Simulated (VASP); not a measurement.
# ZrS2 (P-3m1) in VASP: single point with PBE

Aim: the single point of ZrS2 with PBE.

Program: VASP 6.6.1. These are calculated values, not measurements. Logs are shortened: lines on timing, memory, paths and dates and some standing lists are left out, and cuts for length are marked.

## (1) The cell of the first run

The structure is trigonal, space group P-3m1 (No. 164). Conventional cell: a = 3.691 Å, b = 3.691 Å, c = 6.041 Å, α = 90.00°, β = 90.00°, γ = 120.00°. Zr (site symmetry -3m) has 6 S at 2.57 Å within 3.4 Å. Within 3.4 Å of S (site symmetry 3m) lie 3 Zr at 2.57 Å.

## (2) Single point, PBE

The input, INCAR:

```
SYSTEM = ZrS2
ALGO = Normal
EDIFF = 1E-6
ENCUT = 500
GGA = PE
GGA_COMPAT = .FALSE.
ISIF = 2
ISMEAR = 0
LASPH = .TRUE.
LCHARG = .FALSE.
LREAL = .FALSE.
LWAVE = .FALSE.
NBANDS = 19
NELM = 120
PREC = Accurate
SIGMA = 0.01
```

The input, KPOINTS:

```
k-points
0
G
  5 5 3
  0 0 0
```

The input, POSCAR:

```
ZrS2
1.0
    3.6913825500      0.0000000000      0.0000000000
   -1.8456912750      3.1968310634      0.0000000000
    0.0000000000      0.0000000000      6.0410770100
Zr S
1 2
Direct
    0.0000000000      0.0000000000      0.0000000000
    0.6666666667      0.3333333333      0.7620900300
    0.3333333333      0.6666666667      0.2379099700
```

Potentials or basis: VASP PAW PBE potentials, release 64 (Zr_sv, S).

On the command line:

```
> cat potpaw_PBE.64/Zr_sv/POTCAR potpaw_PBE.64/S/POTCAR > POTCAR
> mpirun -np 1 vasp_std > vasp.out
```

OUTCAR:

```text
SYSTEM = ZrS2
   EDIFF = 1E-6
   ENCUT = 500
   GGA = PE
   ISIF = 2
   ISMEAR = 0
   LASPH = .TRUE.
   LREAL = .FALSE.
   NELM = 120
   PREC = Accurate

 ion  position               nearest neighbor table
   1  0.000  0.000  0.000-   2 2.57   3 2.57   2 2.57   3 2.57   2 2.57   3 2.57
   2  0.667  0.333  0.762-   1 2.57   1 2.57   1 2.57
   3  0.333  0.667  0.238-   1 2.57   1 2.57   1 2.57

  LATTYP: Found a hexagonal cell.
 ALAT       =     3.6913825500
 C/A-ratio  =     1.6365350727

  Lattice vectors:

 A1 = (   3.6913825500,   0.0000000000,   0.0000000000)
 A2 = (  -1.8456912750,   3.1968310634,   0.0000000000)
 A3 = (   0.0000000000,   0.0000000000,   6.0410770100)

Analysis of symmetry for initial positions (statically):
=====================================================================
 Subroutine PRICEL returns:
 Original cell was already a primitive cell.

 Routine SETGRP: Setting up the symmetry group for a
 hexagonal supercell.

 Subroutine GETGRP returns: Found 12 space group operations
 (whereof 12 operations were pure point group operations)
 out of a pool of 24 trial point group operations.

The static configuration has the point symmetry D_3d.

Analysis of symmetry for dynamics (positions and initial velocities):
=====================================================================
 Subroutine PRICEL returns:
 Original cell was already a primitive cell.

 Routine SETGRP: Setting up the symmetry group for a
 hexagonal supercell.

 Subroutine GETGRP returns: Found 12 space group operations
 (whereof 12 operations were pure point group operations)
 out of a pool of 24 trial point group operations.

The dynamic configuration has the point symmetry D_3d.

 Subroutine INISYM returns: Found 12 space group operations
 (whereof 12 operations are pure point group operations),
 and found     1 'primitive' translations

----------------------------------------------------------------------------------------

                                     Primitive cell

  volume of cell :      71.2891

  direct lattice vectors                    reciprocal lattice vectors
     3.691382550  0.000000000  0.000000000     0.270901210  0.156404887  0.000000000
    -1.845691275  3.196831063  0.000000000     0.000000000  0.312809773  0.000000000
     0.000000000  0.000000000  6.041077010     0.000000000  0.000000000  0.165533397

  length of vectors
     3.691382550  3.691382550  6.041077010     0.312809773  0.312809773  0.165533397

  position of ions in fractional coordinates (direct lattice)
     0.000000000  0.000000000  0.000000000
     0.666666667  0.333333333  0.762090030
     0.333333333  0.666666667  0.237909970

  ion indices of the primitive-cell ions
   primitive index   ion index
                 1           1
                 2           2
                 3           3

----------------------------------------------------------------------------------------

 KPOINTS: k-points

Automatic generation of k-mesh.
 Grid dimensions read from file:
 generate k-points for:    5    5    3

 Generating k-lattice:

  Cartesian coordinates                     Fractional coordinates (reciprocal lattice)
     0.054180242  0.031280977  0.000000000     0.200000000 -0.000000000  0.000000000
     0.000000000  0.062561955  0.000000000     0.000000000  0.200000000  0.000000000
     0.000000000  0.000000000  0.055177799     0.000000000  0.000000000  0.333333333

  Length of vectors
     0.062561955  0.062561955  0.055177799

  Shift w.r.t. Gamma in fractional coordinates (k-lattice)
     0.000000000  0.000000000  0.000000000

 Subroutine IBZKPT returns following result:
 ===========================================

 Found     12 irreducible k-points:

 Following reciprocal coordinates:
            Coordinates               Weight
  0.000000  0.000000  0.000000      1.000000
  0.200000 -0.000000  0.000000      6.000000
  0.400000 -0.000000  0.000000      6.000000
  0.200000  0.200000  0.000000      6.000000
  0.400000  0.200000  0.000000      6.000000
  0.000000  0.000000  0.333333      2.000000
  0.200000 -0.000000  0.333333      6.000000
  0.000000  0.200000  0.333333      6.000000
  0.400000 -0.000000  0.333333      6.000000
  0.000000  0.400000  0.333333      6.000000
  0.200000  0.200000  0.333333     12.000000
  0.400000  0.200000  0.333333     12.000000
   k-points           NKPTS =     12   k-points in BZ     NKDIM =     12   number of bands    NBANDS=     19
   number of dos      NEDOS =    301   number of ions     NIONS =      3
   total plane-waves  NPLWV =  37632
   dimension x,y,z NGX =    28 NGY =   28 NGZ =   48
   dimension x,y,z NGXF=    56 NGYF=   56 NGZF=   96
   ions per type =               1   2
   NGX,Y,Z   is equivalent  to a cutoff of  12.61, 12.61, 13.21 a.u.
   NGXF,Y,Z  is equivalent  to a cutoff of  25.22, 25.22, 26.42 a.u.
 SYSTEM =  ZrS2
   PREC   = accura    normal or accurate (medium, high low for compatibility)
   ISTART =      0    job   : 0-new  1-cont  2-samecut
   ICHARG =      2    charge: 1-file 2-atom 10-const
   ISPIN  =      1    spin polarized calculation?
   LNONCOLLINEAR =      F non collinear calculations
   LSORBIT =      F    spin-orbit coupling
   LASPH  =      T    aspherical Exc in radial PAW
   ENCUT  =  500.0 eV  36.75 Ry    6.06 a.u.   6.73  6.73 11.01*2*pi/ulx,y,z
   NELM   =    120;   NELMIN=  2; NELMDL= -5     # of ELM steps
   EDIFF  = 0.1E-05   stopping-criterion for ELM
   LREAL  =      F    real-space projection
   EDIFFG = 0.1E-04   stopping-criterion for IOM
   NSW    =      0    number of steps for IOM
   IBRION =     -1    ionic relax: 0-MD 1-quasi-New 2-CG
   NFREE  =      0    steps in history (QN), initial steepest desc. (CG)
   ISIF   =      2    stress and relaxation
   ISYM   =      2    0-nonsym 1-usesym 2-fastsym
   POTIM  = 0.5000    time-step for ionic-motion
   TEBEG  =    0.0;   TEEND  =   0.0 temperature during run
   PSTRESS=    0.0 pullay stress
   NELECT =      24.0000    total number of electrons
   NUPDOWN=      -1.0000    fix difference up-down
   EMIN   =  10.00;   EMAX   =-10.00  energy-range for DOS
   EFERMI =   0.00;   METHOD = LEGACY
   ISMEAR =     0;   SIGMA  =   0.01  broadening in eV -4-tet -1-fermi 0-gaus
   EFERMI_NEDOS =   21; number of points for ismear=-14 and -15
   IALGO  =     38    algorithm
   IMIX   =      4    mixing-type and parameters
     AMIX     =   0.40;   BMIX     =  1.00
     AMIX_MAG =   1.60;   BMIX_MAG =  1.00
  volume/ion in A,a.u.               =      23.76       160.36
  Fermi-wavevector in a.u.,A,eV,Ry     =   1.138861  2.152136 17.646828  1.297005
  Thomas-Fermi vector in A             =   2.275565
   LORBIT       =      0    0 simple, 1 ext, 2 COOP (PROOUT), +10 PAW based schemes
   GGA     = PE    functional components
   LHFCALC =     F    Hartree Fock is set to
   AEXX    =    0.0000 exact exchange contribution
   IVDW    =     0    specifies the selected vdW correction
   LEPSILON=     F    determine dielectric tensor
   LRPA    =     F    only Hartree local field effects (RPA)
 non-spin polarized calculation
 Gauss-broadening in eV      SIGMA  =   0.01
  energy-cutoff  :      500.00
  volume of cell :       71.29
 maximum number of plane-waves:      1820
 NGX is ok and might be reduce to    28
   NGX = 13   NGY = 13   NGZ = 23

 number of electron      23.9999999 magnetization

 Free energy of the ion-electron system (eV)
  ---------------------------------------------------
  ext. energy  EPLUGINS =         0.00000000
  ---------------------------------------------------
  free energy    TOTEN  =       -21.40174116 eV

  energy without entropy =      -21.40174116  energy(sigma->0) =      -21.40174116

 E-fermi :   4.1327     XC(G=0):  -9.3216

 val. band max:        4.0750989541   @ k =   0.0000   0.0000   0.0000
 cond. band min:       5.2293868638   @ k =   0.0000   0.4000   0.3333
 fundamental gap:      1.1542879097
 Fermi energy:         4.1326558747

 k-point     1 :       0.0000    0.0000    0.0000
  band No.  band energies     occupation
      1     -44.8821      2.00000
      2     -22.9418      2.00000
      3     -22.7875      2.00000
      4     -22.7875      2.00000
      5      -8.4380      2.00000
      6      -7.0458      2.00000
[... 11 lines left out ...]
     18       9.8980      0.00000
     19      10.0245      0.00000

 k-point     2 :       0.2000   -0.0000    0.0000
  band No.  band energies     occupation
      1     -44.8761      2.00000
      2     -22.9237      2.00000
      3     -22.8734      2.00000
      4     -22.8061      2.00000
      5      -8.0676      2.00000
      6      -7.1344      2.00000
[... 11 lines left out ...]
     18      11.2751      0.00000
     19      11.9385      0.00000

 k-point     3 :       0.4000   -0.0000    0.0000
  band No.  band energies     occupation
      1     -44.8664      2.00000
      2     -23.0099      2.00000
      3     -22.8927      2.00000
      4     -22.8359      2.00000
      5      -7.5157      2.00000
      6      -7.1378      2.00000
[... 11 lines left out ...]
     18      11.3257      0.00000
     19      11.9772      0.00000

 k-point     4 :       0.2000    0.2000    0.0000
  band No.  band energies     occupation
      1     -44.8682      2.00000
      2     -22.9610      2.00000
      3     -22.9000      2.00000
      4     -22.8527      2.00000
      5      -7.5402      2.00000
      6      -7.2327      2.00000
[... 143 lines left out ...]
     18      10.5915      0.00000
     19      11.3560      0.00000

 k-point    11 :       0.2000    0.2000    0.3333
  band No.  band energies     occupation
      1     -44.8682      2.00000
      2     -22.9610      2.00000
      3     -22.9002      2.00000
      4     -22.8527      2.00000
      5      -7.4667      2.00000
      6      -7.3086      2.00000
[... 11 lines left out ...]
     18      12.3043      0.00000
     19      12.7224      0.00000

 k-point    12 :       0.4000    0.2000    0.3333
  band No.  band energies     occupation
      1     -44.8634      2.00000
      2     -23.0019      2.00000
      3     -22.8952      2.00000
      4     -22.8841      2.00000
      5      -7.3714      2.00000
      6      -7.0849      2.00000
[... 11 lines left out ...]
     18      11.4590      0.00000
     19      12.4551      0.00000

------------------------ aborting loop because EDIFF is reached ----------------------------------------

  FORCE on cell =-STRESS in cart. coord.  units (eV):
  Direction    XX          YY          ZZ          XY          YZ          ZX
  --------------------------------------------------------------------------------------
  -------------------------------------------------------------------------------------
  Total        0.1447276      0.1447276      0.4833747     -0.0000000      0.0000000     -0.0000000
  in kB        3.2526612      3.2526612     10.8635404     -0.0000000      0.0000000     -0.0000000
  external PRESSURE =       5.7896209 kB  Pullay stress =       0.0000000 kB

 VOLUME and BASIS-vectors are now :
 -----------------------------------------------------------------------------
  energy-cutoff  :      500.00
  volume of cell :       71.29
      direct lattice vectors                 reciprocal lattice vectors
     3.691382550  0.000000000  0.000000000     0.270901210  0.156404887  0.000000000
    -1.845691275  3.196831063  0.000000000     0.000000000  0.312809773  0.000000000
     0.000000000  0.000000000  6.041077010     0.000000000  0.000000000  0.165533397

 POSITION                                       TOTAL-FORCE (eV/Angst)
 -----------------------------------------------------------------------------------
      0.00000      0.00000      0.00000        -0.000000      0.000000     -0.000000
      1.84569      1.06561      4.60384         0.000000     -0.000000     -0.037072
     -0.00000      2.13122      1.43723        -0.000000      0.000000      0.037072
 -----------------------------------------------------------------------------------
    total drift:                                0.000000      0.000000      0.000000

  FREE ENERGIE OF THE ION-ELECTRON SYSTEM (eV)
  ---------------------------------------------------
  free  energy   TOTEN  =       -21.4017411621 eV

  energy  without entropy=      -21.4017411621  energy(sigma->0) =      -21.40174116
```

It took 16 s on 1 thread of Intel Xeon Platinum 8259CL at 2.50GHz (Skylake/Cascade Lake), shared host; peak memory 0.18 GiB.

What came out:

```
Free energy            : -21.4017 eV
Pressure               : 0.6 GPa
Largest force          : 0.037 eV/Å
Band gap on the k mesh : 1.15 eV, indirect (least direct gap 1.63 eV)
```

Forces on the atoms (eV/Å):
```
Zr   0.000  0.000  0.000
S    0.000  0.000 -0.037
S    0.000  0.000  0.037
```

Levels at points of the mesh, in eV from the valence-band top:
```
           k point  band 8  band 9  band 10  band 11  band 12  band 13  band 14  band 15  band 16  band 17
(0.00, 0.00, 0.00)   -2.72   -2.72    -0.04    -0.04     0.00     1.63     1.63     2.47     5.05     5.05
```

Caveat: this functional lacks dispersion, which binds the layers, so the pressure and a relaxed spacing across them are unreliable. A hybrid or GW would open this gap; PBE tends to underestimate it.
